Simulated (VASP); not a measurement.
# Yb (Fm-3m) in VASP: single point with PBE

Aim: the single point of Yb with PBE.

All numbers are computed with VASP 6.6.1; they aren't measurements. Logs are shortened: lines on timing, memory, paths and dates and some standing lists are left out, and cuts for length are marked.

### Step 1. The cell of the first run

Symmetry: Fm-3m, No. 225, cubic system. The conventional cell has a = 5.238 Å, b = 5.238 Å, c = 5.238 Å, α = 90.00°, β = 90.00°, γ = 90.00°. Within 4.9 Å of Yb (site symmetry m-3m) lie 12 Yb at 3.70 Å.

### Step 2. Single point, PBE

The input, INCAR:

```
PREC = Accurate
ENCUT = 520
EDIFF = 1E-6
ISMEAR = -1
SIGMA = 0.13605693000000002
LREAL = False
LASPH = True
NELM = 60
ALGO = Normal
ISIF = 2
LWAVE = False
LCHARG = False
GGA = PE
NBANDS = 18
```

The input, KPOINTS:

```
Automatic mesh
0
Gamma
  11 11 11
```

The input, POSCAR:

```
Yb
1.0
    0.0000000000      2.6192360300      2.6192360300
    2.6192360300      0.0000000000      2.6192360300
    2.6192360300      2.6192360300      0.0000000000
Yb
1
Direct
    0.0000000000      0.0000000000      0.0000000000
```

Potentials or basis: VASP PAW PBE potentials, release 64 (Yb).

Run with:

```console
$ cat potpaw_PBE.64/Yb/POTCAR > POTCAR
$ mpirun -np 1 vasp_std > vasp.out
```

OUTCAR:

```text
PREC = Accurate
   ENCUT = 520
   EDIFF = 1E-6
   ISMEAR = -1
   LREAL = False
   LASPH = True
   NELM = 60
   ISIF = 2
   GGA = PE

 ion  position               nearest neighbor table
   1  0.000  0.000  0.000-

  LATTYP: Found a face centered cubic cell.
 ALAT       =     5.2384720600

  Lattice vectors:

 A1 = (   0.0000000000,   2.6192360300,   2.6192360300)
 A2 = (   2.6192360300,   0.0000000000,   2.6192360300)
 A3 = (   2.6192360300,   2.6192360300,   0.0000000000)

Analysis of symmetry for initial positions (statically):
=====================================================================
 Subroutine PRICEL returns:
 Original cell was already a primitive cell.

 Routine SETGRP: Setting up the symmetry group for a
 face centered cubic supercell.

 Subroutine GETGRP returns: Found 48 space group operations
 (whereof 48 operations were pure point group operations)
 out of a pool of 48 trial point group operations.

The static configuration has the point symmetry O_h .

Analysis of symmetry for dynamics (positions and initial velocities):
=====================================================================
 Subroutine PRICEL returns:
 Original cell was already a primitive cell.

 Routine SETGRP: Setting up the symmetry group for a
 face centered cubic supercell.

 Subroutine GETGRP returns: Found 48 space group operations
 (whereof 48 operations were pure point group operations)
 out of a pool of 48 trial point group operations.

The dynamic configuration has the point symmetry O_h .

 Subroutine INISYM returns: Found 48 space group operations
 (whereof 48 operations are pure point group operations),
 and found     1 'primitive' translations

----------------------------------------------------------------------------------------

                                     Primitive cell

  volume of cell :      35.9380

  direct lattice vectors                    reciprocal lattice vectors
     0.000000000  2.619236030  2.619236030    -0.190895358  0.190895358  0.190895358
     2.619236030  0.000000000  2.619236030     0.190895358 -0.190895358  0.190895358
     2.619236030  2.619236030  0.000000000     0.190895358  0.190895358 -0.190895358
[... 65 lines left out ...]
   number of dos      NEDOS =    301   number of ions     NIONS =      1
   total plane-waves  NPLWV =  21952
   dimension x,y,z NGX =    28 NGY =   28 NGZ =   28
   dimension x,y,z NGXF=    56 NGYF=   56 NGZF=   56
   ions per type =               1
   NGX,Y,Z   is equivalent  to a cutoff of  12.57, 12.57, 12.57 a.u.
   NGXF,Y,Z  is equivalent  to a cutoff of  25.13, 25.13, 25.13 a.u.
 SYSTEM =  unknown system
   PREC   = accura    normal or accurate (medium, high low for compatibility)
   ISTART =      0    job   : 0-new  1-cont  2-samecut
   ICHARG =      2    charge: 1-file 2-atom 10-const
   ISPIN  =      1    spin polarized calculation?
   LNONCOLLINEAR =      F non collinear calculations
   LSORBIT =      F    spin-orbit coupling
   LASPH  =      T    aspherical Exc in radial PAW
   ENCUT  =  520.0 eV  38.22 Ry    6.18 a.u.   6.89  6.89  6.89*2*pi/ulx,y,z
   NELM   =     60;   NELMIN=  2; NELMDL= -5     # of ELM steps
   EDIFF  = 0.1E-05   stopping-criterion for ELM
   LREAL  =      F    real-space projection
[... 7 lines left out ...]
   TEBEG  =    0.0;   TEEND  =   0.0 temperature during run
   PSTRESS=    0.0 pullay stress
   NELECT =      24.0000    total number of electrons
   NUPDOWN=      -1.0000    fix difference up-down
   EMIN   =  10.00;   EMAX   =-10.00  energy-range for DOS
   EFERMI =   0.00;   METHOD = LEGACY
   ISMEAR =    -1;   SIGMA  =   0.14  broadening in eV -4-tet -1-fermi 0-gaus
   EFERMI_NEDOS =   21; number of points for ismear=-14 and -15
   IALGO  =     38    algorithm
   IMIX   =      4    mixing-type and parameters
     AMIX     =   0.40;   BMIX     =  1.00
     AMIX_MAG =   1.60;   BMIX_MAG =  1.00
  volume/ion in A,a.u.               =      35.94       242.52
  Fermi-wavevector in a.u.,A,eV,Ry     =   1.430959  2.704121 27.859894  2.047644
  Thomas-Fermi vector in A             =   2.550748
   LORBIT       =      0    0 simple, 1 ext, 2 COOP (PROOUT), +10 PAW based schemes
   GGA     = PE    functional components
   LHFCALC =     F    Hartree Fock is set to
   AEXX    =    0.0000 exact exchange contribution
   IVDW    =     0    specifies the selected vdW correction
   LEPSILON=     F    determine dielectric tensor
   LRPA    =     F    only Hartree local field effects (RPA)
 non-spin polarized calculation
  energy-cutoff  :      520.00
  volume of cell :       35.94
 maximum number of plane-waves:       982
   NGX = 13   NGY = 13   NGZ = 13

 number of electron      24.0000011 magnetization

 Free energy of the ion-electron system (eV)
  ---------------------------------------------------
  ext. energy  EPLUGINS =         0.00000000
  ---------------------------------------------------
  free energy    TOTEN  =        -3.64160129 eV

  energy without entropy =       -3.46006100  energy(sigma->0) =       -3.55083114

 E-fermi :   1.6130     XC(G=0):  -9.4548

 val. band max:        1.5997369696   @ k =  -0.3636   0.3636   0.0000
 cond. band min:       1.6678275762   @ k =  -0.3636   0.2727   0.0909
 fundamental gap:      0.0680906065
 Fermi energy:         1.6130077239

 k-point     1 :       0.0000    0.0000    0.0000
  band No.  band energies     occupation
      1     -50.2967      2.00000
      2     -22.4544      2.00000
      3     -22.4544      2.00000
      4     -22.4544      2.00000
      5      -3.5916      2.00000
      6       0.8756      1.99118
[... 481 lines left out ...]
      5      -1.7338      2.00000
      6       0.9058      1.98901
[... 10 lines left out ...]
     17       7.5065      0.00000
     18      11.1634      0.00000

 [... further k-points ...]

------------------------ aborting loop because EDIFF is reached ----------------------------------------

  FORCE on cell =-STRESS in cart. coord.  units (eV):
  Direction    XX          YY          ZZ          XY          YZ          ZX
  --------------------------------------------------------------------------------------
  -------------------------------------------------------------------------------------
  Total        0.0384306      0.0384306      0.0384306     -0.0000000      0.0000000     -0.0000000
  in kB        1.7133021      1.7133021      1.7133021     -0.0000000      0.0000000     -0.0000000
  external PRESSURE =       1.7133021 kB  Pullay stress =       0.0000000 kB

 VOLUME and BASIS-vectors are now :
 -----------------------------------------------------------------------------
  energy-cutoff  :      520.00
  volume of cell :       35.94
      direct lattice vectors                 reciprocal lattice vectors
     0.000000000  2.619236030  2.619236030    -0.190895358  0.190895358  0.190895358
     2.619236030  0.000000000  2.619236030     0.190895358 -0.190895358  0.190895358
     2.619236030  2.619236030  0.000000000     0.190895358  0.190895358 -0.190895358

 POSITION                                       TOTAL-FORCE (eV/Angst)
 -----------------------------------------------------------------------------------
      0.00000      0.00000      0.00000        -0.000000      0.000000     -0.000000
 -----------------------------------------------------------------------------------
    total drift:                               -0.000000      0.000000      0.000000

  FREE ENERGIE OF THE ION-ELECTRON SYSTEM (eV)
  ---------------------------------------------------
  free  energy   TOTEN  =        -3.6416012869 eV

  energy  without entropy=       -3.4600609958  energy(sigma->0) =       -3.55083114
```

Wall time 36 s (1 thread of Intel Xeon 6975P-C (Granite Rapids), shared host); peak memory 0.19 GiB.

Results:

```yaml
Free_energy: -3.6416 eV
Pressure: 0.2 GPa
```

Levels at points of the mesh, in eV from the Fermi level:
| k point | band 10 | band 11 | band 12 | band 13 | band 14 | band 15 |
| --- | --- | --- | --- | --- | --- | --- |
| (0.00, 0.00, 0.00) | -0.56 | -0.56 | -0.56 | 2.79 | 2.79 | 2.79 |

Caveat: spin-orbit coupling is left out, which moves the levels of the heavy elements.
